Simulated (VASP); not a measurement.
MnO:

```
CELL_PARAMETERS angstrom
0.00000 2.25317 2.25317
2.25317 0.00000 2.25317
2.25317 2.25317 0.00000
ATOMIC_POSITIONS crystal
Mn 0.00000 0.00000 0.00000
O 0.50000 0.50000 0.50000
```

This cell differs from its parent crystal: volume scaled by 1.04.

Base run:

| Property | Result |
| --- | --- |
| Program | VASP 6.6.1 |
| Functional | PBEsol |
| Potentials or basis | VASP PAW PBE potentials, release 64 (Mn_pv, O) |
| Cutoff | 520 eV |
| k mesh | 10 × 10 × 10 |
| Occupations | fermi-dirac, width 0.05 eV |
| Spin | collinear spin, ferromagnetic start |
| Starting moments | [4.0, 0.0] μB |

Its results: pressure -11.1 GPa; net moment 4.82 μB per cell; site moments Mn +4.37; O +0.20 μB.

Task: After a change of settings the same cell gave: pressure -19.9 GPa; net moment 4.66 μB per cell; site moments Mn +4.22; O +0.19 μB. Which change was it?
A. functional from PBEsol to LDA; potentials or basis from VASP PAW PBE potentials, release 64 (Mn_pv, O) to VASP PAW LDA potentials, release 64 (Mn_pv, O)
B. functional from PBEsol to RPBE; dispersion from none to D4
C. functional from PBEsol to r2SCAN; further incar settings from ALGO = Normal; EDIFF = 1e-06; NBANDS = 20 to ALGO = Normal; EDIFF = 1e-07; NBANDS = 20
D. functional from PBEsol to revPBE; further incar settings from ALGO = Normal; EDIFF = 1e-06; NBANDS = 20 to ALGO = Normal; EDIFF = 1e-07; NBANDS = 20

Result: A.

Caveats: a cell with one magnetic atom can't hold antiferromagnetic order, which such compounds often take; the PAW data sets were made with another functional, which shifts forces and pressure a little (some runs).
